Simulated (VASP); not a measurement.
# Zr4Si3 (I-43m) in VASP: single point with r2SCAN

Aim: the single point of Zr4Si3 with r2SCAN.

Everything below comes from runs of VASP 6.6.1. Logs are shortened: lines on timing, memory, paths and dates and some standing lists are left out, and cuts for length are marked.

**1. The cell of the first run**

It takes space group I-43m (No. 217, cubic). The conventional cell has a = 6.459 Å, b = 6.459 Å, c = 6.459 Å, α = 90.00°, β = 90.00°, γ = 90.00°. Zr (site symmetry 3m) has 6 Si at 2.66 to 3.04 Å and 9 Zr at 3.37 to 3.62 Å within 3.7 Å. Within 3.5 Å of Si (site symmetry -42m) lie 8 Zr at 2.66 to 3.04 Å and 4 Si at 3.23 Å.

**2. Single point, r2SCAN**

POSCAR

```
Zr4Si3
1.0
   -3.2295483146      3.2295483146      3.2295483146
    3.2295483146     -3.2295483146      3.2295483146
    3.2295483146      3.2295483146     -3.2295483146
Zr Si
4 3
Direct
    0.6036003312      0.6036003312      0.6036003312
    0.0000000000      0.0000000000      0.3963996688
    0.0000000000      0.3963996688      0.0000000000
    0.3963996688      0.0000000000      0.0000000000
    0.0000000000      0.5000000000      0.5000000000
    0.5000000000      0.0000000000      0.5000000000
    0.5000000000      0.5000000000      0.0000000000
```

INCAR.step1

```
PREC = Accurate ; ENCUT = 550
ISMEAR = 0 ; SIGMA = 0.1
LREAL = F ; LASPH = T
NELM = 120 ; NBANDS = 39
GGA = PE ; ALGO = Normal
EDIFF = 1E-5 ; LWAVE = T
LCHARG = F ; GGA_COMPAT = F
```

INCAR.step2

```
PREC = Accurate ; ENCUT = 550
EDIFF = 1E-6 ; ISMEAR = 0
SIGMA = 0.1 ; LREAL = F
LASPH = T ; NELM = 120
ALGO = Normal ; ISIF = 2
LWAVE = F ; LCHARG = F
METAGGA = R2SCAN ; LMIXTAU = T
NBANDS = 39 ; ISTART = 1
GGA_COMPAT = F
```

KPOINTS

```
regular mesh
0
Gamma
  8 8 8
```

Potentials or basis: VASP PAW PBE potentials, release 64 (Zr_sv, Si).

Run with:

```bash
$ cat potpaw_PBE.64/Zr_sv/POTCAR potpaw_PBE.64/Si/POTCAR > POTCAR
$ cp INCAR.step1 INCAR
$ mpirun -np 1 vasp_std > vasp.out
$ cp INCAR.step2 INCAR
$ mpirun -np 1 vasp_std > vasp.out
```

OUTCAR:

```text
PREC = Accurate
   ENCUT = 550
   EDIFF = 1E-6
   ISMEAR = 0
   LREAL = F
   LASPH = T
   NELM = 120
   ISIF = 2
   METAGGA = R2SCAN
   ISTART = 1

 ion  position               nearest neighbor table
   1  0.604  0.604  0.604-   5 2.66   6 2.66   7 2.66   7 3.04   6 3.04   5 3.04   4 3.37   3 3.37
                             2 3.37   2 3.37   3 3.37   4 3.37   4 3.62   3 3.62   2 3.62
   2  0.000  0.000  0.396-   5 2.66   6 2.66   7 2.66   7 3.04   6 3.04   5 3.04   1 3.37   4 3.37
                             4 3.37   3 3.37   3 3.37   1 3.37   1 3.62   3 3.62   4 3.62
   3  0.000  0.396  0.000-   5 2.66   7 2.66   6 2.66   6 3.04   7 3.04   5 3.04   1 3.37   4 3.37
                             4 3.37   2 3.37   2 3.37   1 3.37   1 3.62   2 3.62   4 3.62
   4  0.396  0.000  0.000-   6 2.66   7 2.66   5 2.66   5 3.04   7 3.04   6 3.04   1 3.37   2 3.37
                             3 3.37   3 3.37   2 3.37   1 3.37   1 3.62   2 3.62   3 3.62
   5  0.000  0.500  0.500-   1 2.66   4 2.66   3 2.66   2 2.66   1 3.04   4 3.04   2 3.04   3 3.04

   6  0.500  0.000  0.500-   1 2.66   3 2.66   4 2.66   2 2.66   1 3.04   3 3.04   4 3.04   2 3.04

   7  0.500  0.500  0.000-   1 2.66   2 2.66   4 2.66   3 2.66   1 3.04   2 3.04   4 3.04   3 3.04

  LATTYP: Found a body centered cubic cell.
 ALAT       =     6.4590966292

  Lattice vectors:

 A1 = (  -3.2295483146,   3.2295483146,   3.2295483146)
 A2 = (   3.2295483146,  -3.2295483146,   3.2295483146)
 A3 = (   3.2295483146,   3.2295483146,  -3.2295483146)

Analysis of symmetry for initial positions (statically):
=====================================================================
 Subroutine PRICEL returns:
 Original cell was already a primitive cell.

 Routine SETGRP: Setting up the symmetry group for a
 body centered cubic supercell.

 Subroutine GETGRP returns: Found 24 space group operations
 (whereof 24 operations were pure point group operations)
 out of a pool of 48 trial point group operations.

The static configuration has the point symmetry T_d .

Analysis of symmetry for dynamics (positions and initial velocities):
=====================================================================
 Subroutine PRICEL returns:
 Original cell was already a primitive cell.

 Routine SETGRP: Setting up the symmetry group for a
 body centered cubic supercell.

 Subroutine GETGRP returns: Found 24 space group operations
 (whereof 24 operations were pure point group operations)
 out of a pool of 48 trial point group operations.

The dynamic configuration has the point symmetry T_d .

 Subroutine INISYM returns: Found 24 space group operations
 (whereof 24 operations are pure point group operations),
[... 113 lines left out ...]
   ISYM   =      2    0-nonsym 1-usesym 2-fastsym
   POTIM  = 0.5000    time-step for ionic-motion
   TEBEG  =    0.0;   TEEND  =   0.0 temperature during run
   PSTRESS=    0.0 pullay stress
   NELECT =      60.0000    total number of electrons
   NUPDOWN=      -1.0000    fix difference up-down
   EMIN   =  10.00;   EMAX   =-10.00  energy-range for DOS
   EFERMI =   0.00;   METHOD = LEGACY
   ISMEAR =     0;   SIGMA  =   0.10  broadening in eV -4-tet -1-fermi 0-gaus
   EFERMI_NEDOS =   21; number of points for ismear=-14 and -15
   IALGO  =     38    algorithm
   IMIX   =      4    mixing-type and parameters
     AMIX     =   0.40;   BMIX     =  1.00
     AMIX_MAG =   1.60;   BMIX_MAG =  1.00
  volume/ion in A,a.u.               =      19.25       129.89
  Fermi-wavevector in a.u.,A,eV,Ry     =   1.250154  2.362448 21.264337  1.562885
  Thomas-Fermi vector in A             =   2.384161
   LORBIT       =      0    0 simple, 1 ext, 2 COOP (PROOUT), +10 PAW based schemes
   METAGGA = R2SCAN    functional components
   LHFCALC =     F    Hartree Fock is set to
   AEXX    =    0.0000 exact exchange contribution
   IVDW    =     0    specifies the selected vdW correction
   LEPSILON=     F    determine dielectric tensor
   LRPA    =     F    only Hartree local field effects (RPA)
 non-spin polarized calculation
 Gauss-broadening in eV      SIGMA  =   0.10
  energy-cutoff  :      550.00
  volume of cell :      134.74
 maximum number of plane-waves:      3997
 NGX is ok and might be reduce to    48
   NGX = 21   NGY = 21   NGZ = 21

 number of electron      60.0000001 magnetization

 Free energy of the ion-electron system (eV)
  ---------------------------------------------------
  ext. energy  EPLUGINS =         0.00000000
  ---------------------------------------------------
  free energy    TOTEN  =      -121.15769927 eV

  energy without entropy =     -121.13915877  energy(sigma->0) =     -121.14842902

 E-fermi :   9.2060     XC(G=0): -11.9491

 val. band max:        9.1728096647   @ k =   0.2500   0.1250  -0.0000
 cond. band min:       9.2299658637   @ k =   0.2500   0.2500   0.2500
 fundamental gap:      0.0571561990
 Fermi energy:         9.2060320561

 k-point     1 :       0.0000    0.0000    0.0000
  band No.  band energies     occupation
      1     -41.1461      2.00000
      2     -41.0757      2.00000
      3     -41.0757      2.00000
      4     -41.0757      2.00000
      5     -18.6735      2.00000
      6     -18.6735      2.00000
[... 997 lines left out ...]
     38      11.8866      0.00000
     39      12.3551      0.00000

 [... further k-points ...]

------------------------ aborting loop because EDIFF is reached ----------------------------------------

  FORCE on cell =-STRESS in cart. coord.  units (eV):
  Direction    XX          YY          ZZ          XY          YZ          ZX
  --------------------------------------------------------------------------------------
  -------------------------------------------------------------------------------------
  Total       -0.3129690     -0.3129690     -0.3129690      0.0000000     -0.0000000      0.0000000
  in kB       -3.7215730     -3.7215730     -3.7215730      0.0000000     -0.0000000      0.0000000
  external PRESSURE =      -3.7215730 kB  Pullay stress =       0.0000000 kB

 VOLUME and BASIS-vectors are now :
 -----------------------------------------------------------------------------
  energy-cutoff  :      550.00
  volume of cell :      134.74
      direct lattice vectors                 reciprocal lattice vectors
    -3.229548315  3.229548315  3.229548315     0.000000000  0.154820412  0.154820412
     3.229548315 -3.229548315  3.229548315     0.154820412  0.000000000  0.154820412
     3.229548315  3.229548315 -3.229548315     0.154820412  0.154820412  0.000000000

 POSITION                                       TOTAL-FORCE (eV/Angst)
 -----------------------------------------------------------------------------------
      1.94936      1.94936      1.94936         0.033193      0.033193      0.033193
      1.28019      1.28019     -1.28019        -0.033193     -0.033193      0.033193
      1.28019     -1.28019      1.28019        -0.033193      0.033193     -0.033193
     -1.28019      1.28019      1.28019         0.033193     -0.033193     -0.033193
      3.22955      0.00000      0.00000        -0.000000     -0.000000      0.000000
      0.00000      3.22955      0.00000        -0.000000     -0.000000      0.000000
      0.00000      0.00000      3.22955        -0.000000     -0.000000      0.000000
 -----------------------------------------------------------------------------------
    total drift:                                0.000000      0.000000      0.000000

  FREE ENERGIE OF THE ION-ELECTRON SYSTEM (eV)
  ---------------------------------------------------
  free  energy   TOTEN  =      -121.1576992744 eV

  energy  without entropy=     -121.1391587685  energy(sigma->0) =     -121.14842902
```

OSZICAR.step1:

```text
N       E                     dE             d eps       ncg     rms          rms(c)
DAV:   1     0.552637380132E+03    0.55264E+03   -0.31366E+04  2262   0.155E+03
DAV:   2    -0.637727481725E+01   -0.55901E+03   -0.54380E+03  2474   0.427E+02
DAV:   3    -0.541339400148E+02   -0.47757E+02   -0.46683E+02  3644   0.940E+01
DAV:   4    -0.575817946635E+02   -0.34479E+01   -0.34278E+01  3335   0.234E+01
DAV:   5    -0.577581696501E+02   -0.17637E+00   -0.17632E+00  3272   0.476E+00    0.263E+01
DAV:   6    -0.542895147866E+02    0.34687E+01   -0.13407E+01  2607   0.138E+01    0.988E+00
DAV:   7    -0.541985327715E+02    0.90982E-01   -0.19319E+00  3324   0.485E+00    0.344E+00
DAV:   8    -0.541854140423E+02    0.13119E-01   -0.11319E-01  2950   0.144E+00    0.133E+00
DAV:   9    -0.541852121269E+02    0.20192E-03   -0.17331E-02  3276   0.736E-01    0.305E-01
DAV:  10    -0.541855278889E+02   -0.31576E-03   -0.31704E-03  3202   0.294E-01    0.709E-02
DAV:  11    -0.541855115712E+02    0.16318E-04   -0.20114E-04  2820   0.750E-02    0.247E-02
DAV:  12    -0.541855060510E+02    0.55203E-05   -0.12488E-05  1808   0.193E-02
   1 F= -.54185506E+02 E0= -.54175376E+02  d E =-.202601E-01
```

Run time: 28 min. Hardware: 1 thread of Oxide Virtual Turin-like, shared host; peak memory 0.4 GiB.

Results:

```
Free energy            : -121.1577 eV
Pressure               : -0.4 GPa
Largest force          : 0.057 eV/Å
Band gap on the k mesh : zero (bands 30 and 31 overlap by 1.16 eV)
```

Forces on the atoms (eV/Å):
```
Zr   0.033  0.033  0.033
Zr  -0.033 -0.033  0.033
Zr  -0.033  0.033 -0.033
Zr   0.033 -0.033 -0.033
Si   0.000  0.000  0.000
Si   0.000  0.000  0.000
Si   0.000  0.000  0.000
```

Caveat: the PAW data sets were made with another functional, which shifts forces and pressure a little.

The gap in the log of VASP goes by the Fermi energy; the results here count the filled bands.